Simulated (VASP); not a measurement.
# WC (P-6m2) in VASP: single point with PBE

Aim: the single point of WC with PBE.

All numbers are computed with VASP 6.6.1; they aren't measurements. Logs are shortened: lines on timing, memory, paths and dates and some standing lists are left out, and cuts for length are marked.

## (1) The cell of the first run

The structure is hexagonal, space group P-6m2 (No. 187). Conventional cell: a = 2.677 Å, b = 2.677 Å, c = 3.391 Å, α = 90.00°, β = 90.00°, γ = 120.00°. W (site symmetry -6m2) has 6 C at 2.29 Å and 6 W at 2.68 Å within 3.0 Å. Within 3.0 Å of C (site symmetry -6m2) lie 6 W at 2.29 Å and 6 C at 2.68 Å.

## (2) Single point, PBE

INCAR reads:

```
SYSTEM = WC
PREC = Accurate
ENCUT = 520
EDIFF = 1E-6
ISMEAR = 0
SIGMA = 0.15
LREAL = .FALSE.
LASPH = .TRUE.
NELM = 100
ALGO = Normal
ISIF = 2
LWAVE = .FALSE.
LCHARG = .TRUE.
GGA = PE
LELF = .TRUE.
LVHAR = .TRUE.
NBANDS = 16
```

KPOINTS reads:

```
Automatic mesh
0
G
  24 24 24
  0 0 0
```

POSCAR reads:

```
WC
1.0
    2.6771034486      0.0000000000      0.0000000000
   -1.3385517243      2.3184395950      0.0000000000
    0.0000000000      0.0000000000      3.3912614836
W C
1 1
Direct
    0.0000000000      0.0000000000      0.0000000000
    0.6666666667      0.3333333333      0.5000000000
```

Potentials or basis: VASP PAW PBE potentials, release 64 (W_sv, C).

Run with:

```console
$ cat potpaw_PBE.64/W_sv/POTCAR potpaw_PBE.64/C/POTCAR > POTCAR
$ mpirun -np 1 vasp_std > vasp.out
```

OUTCAR:

```text
SYSTEM = WC
   PREC = Accurate
   ENCUT = 520
   EDIFF = 1E-6
   ISMEAR = 0
   LREAL = .FALSE.
   LASPH = .TRUE.
   NELM = 100
   ISIF = 2
   GGA = PE

 ion  position               nearest neighbor table
   1  0.000  0.000  0.000-   2 2.29   2 2.29   2 2.29   2 2.29   2 2.29   2 2.29
   2  0.667  0.333  0.500-   1 2.29   1 2.29   1 2.29   1 2.29   1 2.29   1 2.29

  LATTYP: Found a hexagonal cell.
 ALAT       =     2.6771034486
 C/A-ratio  =     1.2667651993

  Lattice vectors:

 A1 = (   2.6771034486,   0.0000000000,   0.0000000000)
 A2 = (  -1.3385517243,   2.3184395950,   0.0000000000)
 A3 = (   0.0000000000,   0.0000000000,   3.3912614836)

Analysis of symmetry for initial positions (statically):
=====================================================================
 Subroutine PRICEL returns:
 Original cell was already a primitive cell.

 Routine SETGRP: Setting up the symmetry group for a
 hexagonal supercell.

 Subroutine GETGRP returns: Found 12 space group operations
 (whereof 12 operations were pure point group operations)
 out of a pool of 24 trial point group operations.

The static configuration has the point symmetry D_3h.

Analysis of symmetry for dynamics (positions and initial velocities):
=====================================================================
 Subroutine PRICEL returns:
 Original cell was already a primitive cell.

 Routine SETGRP: Setting up the symmetry group for a
 hexagonal supercell.

 Subroutine GETGRP returns: Found 12 space group operations
 (whereof 12 operations were pure point group operations)
 out of a pool of 24 trial point group operations.

The dynamic configuration has the point symmetry D_3h.

 Subroutine INISYM returns: Found 12 space group operations
 (whereof 12 operations are pure point group operations),
 and found     1 'primitive' translations

----------------------------------------------------------------------------------------

                                     Primitive cell

  volume of cell :      21.0486

  direct lattice vectors                    reciprocal lattice vectors
     2.677103449  0.000000000  0.000000000     0.373538049  0.215662293  0.000000000
    -1.338551724  2.318439595  0.000000000     0.000000000  0.431324587  0.000000000
     0.000000000  0.000000000  3.391261484     0.000000000  0.000000000  0.294875522

  length of vectors
     2.677103449  2.677103449  3.391261484     0.431324587  0.431324587  0.294875522

  position of ions in fractional coordinates (direct lattice)
     0.000000000  0.000000000  0.000000000
     0.666666667  0.333333333  0.500000000

  ion indices of the primitive-cell ions
   primitive index   ion index
                 1           1
                 2           2

----------------------------------------------------------------------------------------

 KPOINTS: Automatic mesh

Automatic generation of k-mesh.
 Grid dimensions read from file:
 generate k-points for:   24   24   24

 Generating k-lattice:

  Cartesian coordinates                     Fractional coordinates (reciprocal lattice)
     0.015564085  0.008985929  0.000000000     0.041666667  0.000000000  0.000000000
     0.000000000  0.017971858  0.000000000     0.000000000  0.041666667  0.000000000
     0.000000000  0.000000000  0.012286480     0.000000000  0.000000000  0.041666667

  Length of vectors
     0.017971858  0.017971858  0.012286480

  Shift w.r.t. Gamma in fractional coordinates (k-lattice)
     0.000000000  0.000000000  0.000000000

 Subroutine IBZKPT returns following result:
 ===========================================

 Found    793 irreducible k-points:

 Following reciprocal coordinates:
            Coordinates               Weight
  0.000000  0.000000  0.000000      1.000000
  0.041667 -0.000000  0.000000      6.000000
  0.083333  0.000000  0.000000      6.000000
  0.125000  0.000000  0.000000      6.000000
  0.166667 -0.000000  0.000000      6.000000
  0.208333 -0.000000  0.000000      6.000000
[... 16 lines left out ...]
  0.416667  0.041667  0.000000     12.000000
  0.458333  0.041667  0.000000     12.000000
 [... further k-points ...]
   k-points           NKPTS =    793   k-points in BZ     NKDIM =    793   number of bands    NBANDS=     16
   number of dos      NEDOS =    301   number of ions     NIONS =      2
   total plane-waves  NPLWV =  11200
   dimension x,y,z NGX =    20 NGY =   20 NGZ =   28
   dimension x,y,z NGXF=    40 NGYF=   40 NGZF=   56
   ions per type =               1   1
   NGX,Y,Z   is equivalent  to a cutoff of  12.42, 12.42, 13.73 a.u.
   NGXF,Y,Z  is equivalent  to a cutoff of  24.84, 24.84, 27.45 a.u.
 SYSTEM =  WC
   PREC   = accura    normal or accurate (medium, high low for compatibility)
   ISTART =      0    job   : 0-new  1-cont  2-samecut
   ICHARG =      2    charge: 1-file 2-atom 10-const
   ISPIN  =      1    spin polarized calculation?
   LNONCOLLINEAR =      F non collinear calculations
   LSORBIT =      F    spin-orbit coupling
   LASPH  =      T    aspherical Exc in radial PAW
   ENCUT  =  520.0 eV  38.22 Ry    6.18 a.u.   4.98  4.98  6.31*2*pi/ulx,y,z
   NELM   =    100;   NELMIN=  2; NELMDL= -5     # of ELM steps
   EDIFF  = 0.1E-05   stopping-criterion for ELM
   LREAL  =      F    real-space projection
   EDIFFG = 0.1E-04   stopping-criterion for IOM
   NSW    =      0    number of steps for IOM
   IBRION =     -1    ionic relax: 0-MD 1-quasi-New 2-CG
   NFREE  =      0    steps in history (QN), initial steepest desc. (CG)
   ISIF   =      2    stress and relaxation
   ISYM   =      2    0-nonsym 1-usesym 2-fastsym
   POTIM  = 0.5000    time-step for ionic-motion
   TEBEG  =    0.0;   TEEND  =   0.0 temperature during run
   PSTRESS=    0.0 pullay stress
   NELECT =      18.0000    total number of electrons
   NUPDOWN=      -1.0000    fix difference up-down
   EMIN   =  10.00;   EMAX   =-10.00  energy-range for DOS
   EFERMI =   0.00;   METHOD = LEGACY
   ISMEAR =     0;   SIGMA  =   0.15  broadening in eV -4-tet -1-fermi 0-gaus
   EFERMI_NEDOS =   21; number of points for ismear=-14 and -15
   IALGO  =     38    algorithm
   IMIX   =      4    mixing-type and parameters
     AMIX     =   0.40;   BMIX     =  1.00
     AMIX_MAG =   1.60;   BMIX_MAG =  1.00
  volume/ion in A,a.u.               =      10.52        71.02
  Fermi-wavevector in a.u.,A,eV,Ry     =   1.553907  2.936458 32.852980  2.414626
  Thomas-Fermi vector in A             =   2.658070
   LORBIT       =      0    0 simple, 1 ext, 2 COOP (PROOUT), +10 PAW based schemes
   GGA     = PE    functional components
   LHFCALC =     F    Hartree Fock is set to
   AEXX    =    0.0000 exact exchange contribution
   IVDW    =     0    specifies the selected vdW correction
   LEPSILON=     F    determine dielectric tensor
   LRPA    =     F    only Hartree local field effects (RPA)
 non-spin polarized calculation
 Gauss-broadening in eV      SIGMA  =   0.15
  energy-cutoff  :      520.00
  volume of cell :       21.05
 maximum number of plane-waves:       591
 NGX is ok and might be reduce to    20
   NGX =  9   NGY =  9   NGZ = 13

 number of electron      18.0000003 magnetization

 Free energy of the ion-electron system (eV)
  ---------------------------------------------------
  ext. energy  EPLUGINS =         0.00000000
  ---------------------------------------------------
  free energy    TOTEN  =       -20.58310952 eV

  energy without entropy =      -20.57739792  energy(sigma->0) =      -20.58025372

 E-fermi :  11.2519     XC(G=0): -13.7548

 val. band max:       11.2266681617   @ k =   0.1667   0.0833   0.4583
 cond. band min:      11.2534085144   @ k =   0.0833   0.0833   0.5000
 fundamental gap:      0.0267403527
 Fermi energy:        11.2519437711

 k-point     1 :       0.0000    0.0000    0.0000
  band No.  band energies     occupation
      1     -63.0664      2.00000
      2     -27.3990      2.00000
      3     -26.5115      2.00000
      4     -26.5115      2.00000
      5      -3.4025      2.00000
      6       5.4846      2.00000
[... 8 lines left out ...]
     15      23.9725      0.00000
     16      29.0085      0.00000

 k-point     2 :       0.0417   -0.0000    0.0000
  band No.  band energies     occupation
      1     -63.0637      2.00000
      2     -27.3946      2.00000
      3     -26.5417      2.00000
      4     -26.5181      2.00000
      5      -3.3501      2.00000
      6       5.5597      2.00000
[... 8 lines left out ...]
     15      24.0558      0.00000
     16      28.7210      0.00000

 k-point     3 :       0.0833    0.0000    0.0000
  band No.  band energies     occupation
      1     -63.0557      2.00000
      2     -27.3815      2.00000
      3     -26.6297      2.00000
      4     -26.5375      2.00000
      5      -3.1955      2.00000
      6       5.7770      2.00000
[... 8 lines left out ...]
     15      24.3118      0.00000
     16      28.0910      0.00000

 k-point     4 :       0.1250    0.0000    0.0000
  band No.  band energies     occupation
      1     -63.0430      2.00000
      2     -27.3606      2.00000
      3     -26.7677      2.00000
      4     -26.5683      2.00000
      5      -2.9455      2.00000
      6       6.1063      2.00000
[... 8 lines left out ...]
     15      24.7523      0.00000
     16      27.4207      0.00000
[... 324 lines left out ...]
 k-point    22 :       0.3750    0.0417    0.0000
  band No.  band energies     occupation
      1     -62.9212      2.00000
      2     -27.9671      2.00000
      3     -27.1579      2.00000
      4     -26.8679      2.00000
      5       0.1318      2.00000
      6       4.8712      2.00000
[... 8 lines left out ...]
     15      26.0856      0.00000
     16      27.1769      0.00000

 k-point    23 :       0.4167    0.0417    0.0000
  band No.  band energies     occupation
      1     -62.9107      2.00000
      2     -28.0631      2.00000
      3     -27.1402      2.00000
      4     -26.8926      2.00000
      5       0.5684      2.00000
      6       4.5481      2.00000
[... 8 lines left out ...]
     15      25.2185      0.00000
     16      27.5224      0.00000

 k-point    24 :       0.4583    0.0417    0.0000
  band No.  band energies     occupation
      1     -62.9052      2.00000
      2     -28.1123      2.00000
      3     -27.1311      2.00000
      4     -26.9054      2.00000
      5       0.8322      2.00000
      6       4.3505      2.00000
[... 8 lines left out ...]
     15      24.6277      0.00000
     16      27.7337      0.00000

 [... further k-points ...]

------------------------ aborting loop because EDIFF is reached ----------------------------------------

  FORCE on cell =-STRESS in cart. coord.  units (eV):
  Direction    XX          YY          ZZ          XY          YZ          ZX
  --------------------------------------------------------------------------------------
  -------------------------------------------------------------------------------------
  Total        7.3266202      7.3266202    -11.2200741      0.0000000      0.0000000     -0.0000000
  in kB      557.6889598    557.6889597   -854.0515593      0.0000000      0.0000000     -0.0000000
  external PRESSURE =      87.1087867 kB  Pullay stress =       0.0000000 kB

 VOLUME and BASIS-vectors are now :
 -----------------------------------------------------------------------------
  energy-cutoff  :      520.00
  volume of cell :       21.05
      direct lattice vectors                 reciprocal lattice vectors
     2.677103449  0.000000000  0.000000000     0.373538049  0.215662293  0.000000000
    -1.338551724  2.318439595  0.000000000     0.000000000  0.431324587  0.000000000
     0.000000000  0.000000000  3.391261484     0.000000000  0.000000000  0.294875522

 POSITION                                       TOTAL-FORCE (eV/Angst)
 -----------------------------------------------------------------------------------
      0.00000      0.00000      0.00000        -0.000000      0.000000      0.000000
      1.33855      0.77281      1.69563         0.000000     -0.000000      0.000000
 -----------------------------------------------------------------------------------
    total drift:                               -0.000000      0.000000      0.000000

  FREE ENERGIE OF THE ION-ELECTRON SYSTEM (eV)
  ---------------------------------------------------
  free  energy   TOTEN  =       -20.5831095194 eV

  energy  without entropy=      -20.5773979188  energy(sigma->0) =      -20.58025372
```

Run time: 7.2 min. Hardware: 1 thread of AMD EPYC 7R13, shared host; peak memory 0.33 GiB.

What came out:

* Free energy: -20.5831 eV
* Pressure: 8.7 GPa
* Band gap on the k mesh: zero (bands 9 and 10 overlap by 1.32 eV)

Caveat: the cell stands under pressure; spin-orbit coupling is left out, which moves the levels of the heavy elements.
